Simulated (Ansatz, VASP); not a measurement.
## WSe2: VASP beside Ansatz

```
CELL_PARAMETERS angstrom
3.32069 0.00000 0.00000
-1.66035 2.87581 0.00000
0.00000 0.00000 15.25746
ATOMIC_POSITIONS crystal
W 0.33333 0.66667 0.25000
W 0.66667 0.33333 0.75000
Se 0.33333 0.66667 0.64002
Se 0.66667 0.33333 0.14002
Se 0.33333 0.66667 0.85998
Se 0.66667 0.33333 0.35998
```

Alike in both runs: task single point; functional PBE; k mesh 12 × 12 × 2; occupations gaussian, width 0.05 eV; no spin polarisation.

|  | VASP | Ansatz |
| --- | --- | --- |
| version | VASP 6.6.1 | Ansatz 0.2.0 |
| potentials or method | VASP PAW PBE potentials, release 64 (W_sv, Se), cutoff 520 eV | scalar-relativistic, plane waves, PAW |
| valence electrons in the cell | 52 | 92 |

|  | VASP | Ansatz | Ansatz less VASP |
| --- | --- | --- | --- |
| gap on the k mesh at the Fermi level (eV) | 1.48 | 1.48 | -0.001 |
| least direct gap on the mesh (eV) | 1.52 | 1.53 | +0.003 |
| pressure (GPa) | 0.3 | 0.0 | -0.24 |
| traceless stress, the component that is largest in VASP (GPa) | 0.08 | 0.01 | -0.064 |
| rms of the force components (eV/Å) | 0.023 | 0.002 | -0.0208 |

Atom by atom the forces differ by 0.021 eV/Å (rms over components). With one functional, cell and mesh, what is left measures potentials, basis and numerics. VASP's potentials hold 52 valence electrons a cell and Ansatz's 92, so a difference there can come from the potentials and not from the codes.

Spin-orbit coupling is off throughout.
